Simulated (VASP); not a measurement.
Input of a VASP 6.6.1 run:

The input INCAR:

```
SYSTEM = Hf4F
PREC = Accurate ; ENCUT = 520
EDIFF = 1E-6 ; ISMEAR = 0
SIGMA = 0.1 ; LREAL = .FALSE.
LASPH = .TRUE. ; NELM = 80
ALGO = Normal ; ISIF = 2
LWAVE = .FALSE. ; LCHARG = .FALSE.
LDIPOL = .TRUE. ; IDIPOL = 3
DIPOL = 0.5 0.5 0.356 ; GGA = PE
NBANDS = 32
```

Contents of KPOINTS:

```
regular mesh
0
G
  9 9 1
  0 0 0
```

File POSCAR:

```
Hf4F
1.0
    3.2048170381      0.0000000000      0.0000000000
   -1.6024085190      2.7754529695      0.0000000000
    0.0000000000      0.0000000000     24.5281466259
Hf F
4 1
Direct
    0.6666666667      0.3333333333      0.1630779553
    0.3333333333      0.6666666667      0.2663815885
    0.6666666667      0.3333333333      0.3732987945
    0.3333333333      0.6666666667      0.4699966451
    1.0000000000      0.0000000000      0.5087276595
```

Potentials or basis: VASP PAW PBE potentials, release 64 (Hf_pv, F).

Run with:

```console
$ cat potpaw_PBE.64/Hf_pv/POTCAR potpaw_PBE.64/F/POTCAR > POTCAR
$ mpirun -np 1 vasp_std > vasp.out
```

(1) Predict the largest force.

(2) Estimate the band gap on the k mesh.

Answers

(1) 3.792 eV/Å.

(2) zero (an odd number of electrons rules out a gap without spin polarisation).

Caveat: spin-orbit coupling is left out, which moves the levels of the heavy elements; an odd number of electrons without spin polarisation forces a metal; a magnetic or distorted state may lie lower.
